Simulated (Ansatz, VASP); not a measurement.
## Two plane-wave programs on H4NF

```
H N F
1.0
     0.00000    2.62530    2.62530
     2.62530    0.00000    2.62530
     2.62530    2.62530    0.00000
H N F
4 1 1
Direct
  0.67016 0.98953 0.67016
  0.67016 0.67016 0.98953
  0.67016 0.67016 0.67016
  0.98953 0.67016 0.67016
  0.25000 0.25000 0.25000
  0.00000 0.00000 0.00000
```

Alike in both runs: functional r2SCAN; k mesh 6 × 6 × 6; occupations gaussian, width 0.1 eV; collinear spin.

Ansatz relaxed the structure, and its values are those at the end. VASP's run is a single point on that final structure, the one shown.

|  | VASP | Ansatz |
| --- | --- | --- |
| version | VASP 6.6.1 | Ansatz 0.2.0 |
| potentials or method | VASP PAW PBE potentials, release 64 (H, N, F), cutoff 520 eV | scalar-relativistic, plane waves, PAW |
| valence electrons in the cell | 16 | 16 |

|  | VASP | Ansatz | Ansatz less VASP |
| --- | --- | --- | --- |
| gap on the k mesh at the Fermi level (eV) | none | none | - |
| pressure (GPa) | -0.8 | -0.3 | +0.44 |
| rms of the force components (eV/Å) | 0.001 | 0.006 | +0.0057 |
| net moment per atom (μB) | 0.33 | 0.33 | 0.000 |
| size of the moment on the site where the two differ most (μB) | 1.51 | 1.83 | +0.315 |

VASP's potentials were made for PBE, not for r2SCAN. Site moments also hang on the region over which each program counts them. A gap of «none» marks a metal or a gap that the smearing closes. The functional is the same, so the differences come from potentials, cutoffs and numerics.
